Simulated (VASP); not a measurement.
# InSb3 (Pm-3m) in VASP: further runs

Runs on InSb3. Level: PBE. Tasks: single point.

All numbers are computed with VASP 6.6.1; they aren't measurements. Logs are shortened: lines on timing, memory, paths and dates and some standing lists are left out, and cuts for length are marked.

### Step 1. The cell of the first run

The structure is cubic, space group Pm-3m (No. 221). Conventional cell: a = 4.814 Å, b = 4.814 Å, c = 4.814 Å, α = 90.00°, β = 90.00°, γ = 90.00°. Within 4.5 Å of In (site symmetry m-3m) lie 12 Sb at 3.40 Å. Sb (site symmetry 4/mmm) has 4 In at 3.40 Å and 8 Sb at 3.40 Å within 4.5 Å.

### Step 2. Single point, PBE

File INCAR:

```
SYSTEM = InSb3
PREC     = Accurate       ! precision mode
ENCUT    = 520            ! plane-wave cutoff, eV
EDIFF    = 1E-6           ! SCF threshold, eV
ISMEAR   = 0              ! smearing method
SIGMA    = 0.15           ! smearing width, eV
LREAL    = .FALSE.        ! projectors in reciprocal space
LASPH    = .TRUE.         ! aspherical terms in the spheres
NELM     = 100            ! most SCF steps
ALGO     = Normal         ! electronic algorithm
ISIF     = 2              ! what is computed and relaxed
LWAVE    = .FALSE.        ! write WAVECAR
LCHARG   = .FALSE.        ! write CHGCAR
GGA      = PE             ! functional
NBANDS   = 22             ! bands
```

File KPOINTS:

```
Automatic mesh
0
G
  8 8 8
  0 0 0
```

File POSCAR:

```
InSb3
1.0
    4.8138627010      0.0000000000      0.0000000000
    0.0000000000      4.8138627010      0.0000000000
    0.0000000000      0.0000000000      4.8138627010
In Sb
1 3
Direct
    0.0000000000      0.0000000000      0.0000000000
    0.5000000000      0.0000000000      0.5000000000
    0.0000000000      0.5000000000      0.5000000000
    0.5000000000      0.5000000000      0.0000000000
```

Potentials or basis: VASP PAW PBE potentials, release 64 (In_d, Sb).

The run is started by

```
cat potpaw_PBE.64/In_d/POTCAR potpaw_PBE.64/Sb/POTCAR > POTCAR
mpirun -np 1 vasp_std > vasp.out
```

OUTCAR:

```text
SYSTEM = InSb3
   PREC = Accurate
   ENCUT = 520
   EDIFF = 1E-6
   ISMEAR = 0
   LREAL = .FALSE.
   LASPH = .TRUE.
   NELM = 100
   ISIF = 2
   GGA = PE

 ion  position               nearest neighbor table
   1  0.000  0.000  0.000-   2 3.40   3 3.40   4 3.40   2 3.40   3 3.40   3 3.40   4 3.40   3 3.40
                             2 3.40   4 3.40   2 3.40   4 3.40
   2  0.500  0.000  0.500-   1 3.40   3 3.40   4 3.40   1 3.40   4 3.40   3 3.40   4 3.40   4 3.40
                             1 3.40   3 3.40   1 3.40   3 3.40
   3  0.000  0.500  0.500-   1 3.40   2 3.40   4 3.40   1 3.40   4 3.40   1 3.40   2 3.40   1 3.40
                             2 3.40   4 3.40   4 3.40   2 3.40
   4  0.500  0.500  0.000-   1 3.40   2 3.40   3 3.40   2 3.40   3 3.40   1 3.40   2 3.40   2 3.40
                             1 3.40   3 3.40   3 3.40   1 3.40

  LATTYP: Found a simple cubic cell.
 ALAT       =     4.8138627010

  Lattice vectors:

 A1 = (   4.8138627010,   0.0000000000,   0.0000000000)
 A2 = (   0.0000000000,   4.8138627010,   0.0000000000)
 A3 = (   0.0000000000,   0.0000000000,   4.8138627010)

Analysis of symmetry for initial positions (statically):
=====================================================================
 Subroutine PRICEL returns:
 Original cell was already a primitive cell.

 Routine SETGRP: Setting up the symmetry group for a
 simple cubic supercell.

 Subroutine GETGRP returns: Found 48 space group operations
 (whereof 48 operations were pure point group operations)
 out of a pool of 48 trial point group operations.

The static configuration has the point symmetry O_h .

Analysis of symmetry for dynamics (positions and initial velocities):
=====================================================================
 Subroutine PRICEL returns:
 Original cell was already a primitive cell.

 Routine SETGRP: Setting up the symmetry group for a
 simple cubic supercell.

 Subroutine GETGRP returns: Found 48 space group operations
 (whereof 48 operations were pure point group operations)
 out of a pool of 48 trial point group operations.

The dynamic configuration has the point symmetry O_h .

 Subroutine INISYM returns: Found 48 space group operations
 (whereof 48 operations are pure point group operations),
 and found     1 'primitive' translations

----------------------------------------------------------------------------------------

                                     Primitive cell

  volume of cell :     111.5530

  direct lattice vectors                    reciprocal lattice vectors
     4.813862701  0.000000000  0.000000000     0.207733386  0.000000000  0.000000000
     0.000000000  4.813862701  0.000000000     0.000000000  0.207733386  0.000000000
     0.000000000  0.000000000  4.813862701     0.000000000  0.000000000  0.207733386

  length of vectors
     4.813862701  4.813862701  4.813862701     0.207733386  0.207733386  0.207733386

  position of ions in fractional coordinates (direct lattice)
     0.000000000  0.000000000  0.000000000
     0.500000000  0.000000000  0.500000000
     0.000000000  0.500000000  0.500000000
     0.500000000  0.500000000  0.000000000

  ion indices of the primitive-cell ions
   primitive index   ion index
                 1           1
                 2           2
                 3           3
                 4           4

----------------------------------------------------------------------------------------

 KPOINTS: Automatic mesh

Automatic generation of k-mesh.
 Grid dimensions read from file:
 generate k-points for:    8    8    8

 Generating k-lattice:

  Cartesian coordinates                     Fractional coordinates (reciprocal lattice)
     0.025966673  0.000000000  0.000000000     0.125000000  0.000000000  0.000000000
     0.000000000  0.025966673  0.000000000     0.000000000  0.125000000  0.000000000
     0.000000000  0.000000000  0.025966673     0.000000000  0.000000000  0.125000000

  Length of vectors
     0.025966673  0.025966673  0.025966673

  Shift w.r.t. Gamma in fractional coordinates (k-lattice)
     0.000000000  0.000000000  0.000000000

 Subroutine IBZKPT returns following result:
 ===========================================

 Found     35 irreducible k-points:

 Following reciprocal coordinates:
            Coordinates               Weight
  0.000000  0.000000  0.000000      1.000000
  0.125000  0.000000  0.000000      6.000000
  0.250000  0.000000  0.000000      6.000000
  0.375000  0.000000  0.000000      6.000000
  0.500000  0.000000  0.000000      3.000000
  0.125000  0.125000  0.000000     12.000000
[... 16 lines left out ...]
  0.375000  0.375000  0.125000     24.000000
  0.500000  0.375000  0.125000     24.000000
 [... further k-points ...]
   k-points           NKPTS =     35   k-points in BZ     NKDIM =     35   number of bands    NBANDS=     22
   number of dos      NEDOS =    301   number of ions     NIONS =      4
   total plane-waves  NPLWV =  46656
   dimension x,y,z NGX =    36 NGY =   36 NGZ =   36
   dimension x,y,z NGXF=    72 NGYF=   72 NGZF=   72
   ions per type =               1   3
   NGX,Y,Z   is equivalent  to a cutoff of  12.43, 12.43, 12.43 a.u.
   NGXF,Y,Z  is equivalent  to a cutoff of  24.87, 24.87, 24.87 a.u.
 SYSTEM =  InSb3
   PREC   = accura    normal or accurate (medium, high low for compatibility)
   ISTART =      0    job   : 0-new  1-cont  2-samecut
   ICHARG =      2    charge: 1-file 2-atom 10-const
   ISPIN  =      1    spin polarized calculation?
   LNONCOLLINEAR =      F non collinear calculations
   LSORBIT =      F    spin-orbit coupling
   LASPH  =      T    aspherical Exc in radial PAW
   ENCUT  =  520.0 eV  38.22 Ry    6.18 a.u.   8.95  8.95  8.95*2*pi/ulx,y,z
   NELM   =    100;   NELMIN=  2; NELMDL= -5     # of ELM steps
   EDIFF  = 0.1E-05   stopping-criterion for ELM
   LREAL  =      F    real-space projection
   EDIFFG = 0.1E-04   stopping-criterion for IOM
   NSW    =      0    number of steps for IOM
   IBRION =     -1    ionic relax: 0-MD 1-quasi-New 2-CG
   NFREE  =      0    steps in history (QN), initial steepest desc. (CG)
   ISIF   =      2    stress and relaxation
   ISYM   =      2    0-nonsym 1-usesym 2-fastsym
   POTIM  = 0.5000    time-step for ionic-motion
   TEBEG  =    0.0;   TEEND  =   0.0 temperature during run
   PSTRESS=    0.0 pullay stress
   NELECT =      28.0000    total number of electrons
   NUPDOWN=      -1.0000    fix difference up-down
   EMIN   =  10.00;   EMAX   =-10.00  energy-range for DOS
   EFERMI =   0.00;   METHOD = LEGACY
   ISMEAR =     0;   SIGMA  =   0.15  broadening in eV -4-tet -1-fermi 0-gaus
   EFERMI_NEDOS =   21; number of points for ismear=-14 and -15
   IALGO  =     38    algorithm
   IMIX   =      4    mixing-type and parameters
     AMIX     =   0.40;   BMIX     =  1.00
     AMIX_MAG =   1.60;   BMIX_MAG =  1.00
  volume/ion in A,a.u.               =      27.89       188.20
  Fermi-wavevector in a.u.,A,eV,Ry     =   1.032683  1.951488 14.509726  1.066435
  Thomas-Fermi vector in A             =   2.166893
   LORBIT       =      0    0 simple, 1 ext, 2 COOP (PROOUT), +10 PAW based schemes
   GGA     = PE    functional components
   LHFCALC =     F    Hartree Fock is set to
   AEXX    =    0.0000 exact exchange contribution
   IVDW    =     0    specifies the selected vdW correction
   LEPSILON=     F    determine dielectric tensor
   LRPA    =     F    only Hartree local field effects (RPA)
 non-spin polarized calculation
 Gauss-broadening in eV      SIGMA  =   0.15
  energy-cutoff  :      520.00
  volume of cell :      111.55
 maximum number of plane-waves:      3028
 NGX is ok and might be reduce to    36
   NGX = 17   NGY = 17   NGZ = 17

 number of electron      28.0000007 magnetization

 Free energy of the ion-electron system (eV)
  ---------------------------------------------------
  ext. energy  EPLUGINS =         0.00000000
  ---------------------------------------------------
  free energy    TOTEN  =       -14.25727671 eV

  energy without entropy =      -14.23625289  energy(sigma->0) =      -14.24676480

 E-fermi :   7.7534     XC(G=0): -10.0409

 val. band max:        7.7257566413   @ k =   0.3750   0.1250   0.0000
 cond. band min:       7.7741930304   @ k =   0.5000   0.3750   0.1250
 fundamental gap:      0.0484363891
 Fermi energy:         7.7534213821

 k-point     1 :       0.0000    0.0000    0.0000
  band No.  band energies     occupation
      1      -6.7443      2.00000
      2      -6.7443      2.00000
      3      -6.7287      2.00000
      4      -6.7287      2.00000
      5      -6.7287      2.00000
      6      -4.3572      2.00000
[... 14 lines left out ...]
     21      12.6985      0.00000
     22      12.9435      0.00000

 k-point     2 :       0.1250    0.0000    0.0000
  band No.  band energies     occupation
      1      -6.7435      2.00000
      2      -6.7420      2.00000
      3      -6.7304      2.00000
      4      -6.7304      2.00000
      5      -6.7287      2.00000
      6      -4.2627      2.00000
[... 14 lines left out ...]
     21      13.0564      0.00000
     22      13.2822      0.00000

 k-point     3 :       0.2500    0.0000    0.0000
  band No.  band energies     occupation
      1      -6.7416      2.00000
      2      -6.7366      2.00000
      3      -6.7342      2.00000
      4      -6.7342      2.00000
      5      -6.7286      2.00000
      6      -3.9839      2.00000
[... 14 lines left out ...]
     21      13.0436      0.00000
     22      13.2438      0.00000

 k-point     4 :       0.3750    0.0000    0.0000
  band No.  band energies     occupation
      1      -6.7397      2.00000
      2      -6.7381      2.00000
      3      -6.7381      2.00000
      4      -6.7313      2.00000
      5      -6.7285      2.00000
      6      -3.5476      2.00000
[... 14 lines left out ...]
     21      12.1905      0.00000
     22      13.5754      0.00000

 k-point     5 :       0.5000    0.0000    0.0000
  band No.  band energies     occupation
      1      -6.7396      2.00000
      2      -6.7396      2.00000
      3      -6.7389      2.00000
      4      -6.7291      2.00000
      5      -6.7284      2.00000
      6      -3.1902      2.00000
[... 14 lines left out ...]
     21      11.7858      0.00000
     22      13.8260      0.00000

 k-point     6 :       0.1250    0.1250    0.0000
  band No.  band energies     occupation
      1      -6.7421      2.00000
      2      -6.7404      2.00000
      3      -6.7322      2.00000
      4      -6.7304      2.00000
      5      -6.7302      2.00000
      6      -4.1683      2.00000
[... 14 lines left out ...]
     21      13.1842      0.00000
     22      13.3398      0.00000

 k-point     7 :       0.2500    0.1250    0.0000
  band No.  band energies     occupation
      1      -6.7402      2.00000
      2      -6.7367      2.00000
      3      -6.7351      2.00000
      4      -6.7341      2.00000
      5      -6.7301      2.00000
      6      -3.8895      2.00000
[... 324 lines left out ...]
      6      -3.5180      2.00000
[... 14 lines left out ...]
     21      13.5040      0.00000
     22      13.6930      0.00000

 k-point    21 :       0.3750    0.2500    0.1250
  band No.  band energies     occupation
      1      -6.7494      2.00000
      2      -6.7408      2.00000
      3      -6.7361      2.00000
      4      -6.7323      2.00000
      5      -6.7242      2.00000
      6      -3.0847      2.00000
[... 14 lines left out ...]
     21      13.3137      0.00000
     22      14.4609      0.00000

 k-point    22 :       0.5000    0.2500    0.1250
  band No.  band energies     occupation
      1      -6.7519      2.00000
      2      -6.7425      2.00000
      3      -6.7360      2.00000
      4      -6.7316      2.00000
      5      -6.7219      2.00000
      6      -2.7183      2.00000
[... 14 lines left out ...]
     21      12.3894      0.00000
     22      15.0781      0.00000

 k-point    23 :       0.3750    0.3750    0.1250
  band No.  band energies     occupation
      1      -6.7571      2.00000
      2      -6.7404      2.00000
      3      -6.7401      2.00000
      4      -6.7299      2.00000
      5      -6.7190      2.00000
      6      -2.6544      2.00000
[... 14 lines left out ...]
     21      13.5750      0.00000
     22      14.3403      0.00000

 k-point    24 :       0.5000    0.3750    0.1250
  band No.  band energies     occupation
      1      -6.7602      2.00000
      2      -6.7420      2.00000
      3      -6.7401      2.00000
      4      -6.7291      2.00000
      5      -6.7167      2.00000
      6      -2.2690      2.00000
[... 14 lines left out ...]
     21      12.8329      0.00000
     22      15.2787      0.00000

 [... further k-points ...]
[... 5 lines left out ...]
  --------------------------------------------------------------------------------------
  -------------------------------------------------------------------------------------
  Total       -0.0473655     -0.0473655     -0.0473655     -0.0000000      0.0000000     -0.0000000
  in kB       -0.6802868     -0.6802868     -0.6802868     -0.0000000      0.0000000     -0.0000000
  external PRESSURE =      -0.6802868 kB  Pullay stress =       0.0000000 kB

 VOLUME and BASIS-vectors are now :
 -----------------------------------------------------------------------------
  energy-cutoff  :      520.00
  volume of cell :      111.55
      direct lattice vectors                 reciprocal lattice vectors
     4.813862701  0.000000000  0.000000000     0.207733386  0.000000000  0.000000000
     0.000000000  4.813862701  0.000000000     0.000000000  0.207733386  0.000000000
     0.000000000  0.000000000  4.813862701     0.000000000  0.000000000  0.207733386

 POSITION                                       TOTAL-FORCE (eV/Angst)
 -----------------------------------------------------------------------------------
      0.00000      0.00000      0.00000         0.000000      0.000000      0.000000
      2.40693      0.00000      2.40693         0.000000      0.000000      0.000000
      0.00000      2.40693      2.40693         0.000000      0.000000      0.000000
      2.40693      2.40693      0.00000         0.000000      0.000000      0.000000
 -----------------------------------------------------------------------------------
    total drift:                               -0.000000     -0.000000     -0.000000

  FREE ENERGIE OF THE ION-ELECTRON SYSTEM (eV)
  ---------------------------------------------------
  free  energy   TOTEN  =       -14.2572767057 eV

  energy  without entropy=      -14.2362528861  energy(sigma->0) =      -14.24676480
```

Run time: 24 s. Hardware: 1 thread of Intel Xeon Platinum 8559C (Emerald Rapids), shared host; peak memory 0.24 GiB.

Results:

```
Free energy            : -14.2573 eV
Pressure               : -0.1 GPa
Band gap on the k mesh : zero (band 14 reaches 11.25 eV, above the bottom of band 15 at 6.68 eV)
```

Caveat: spin-orbit coupling is left out, which moves the levels of the heavy elements.

[end of part 1 of 2]
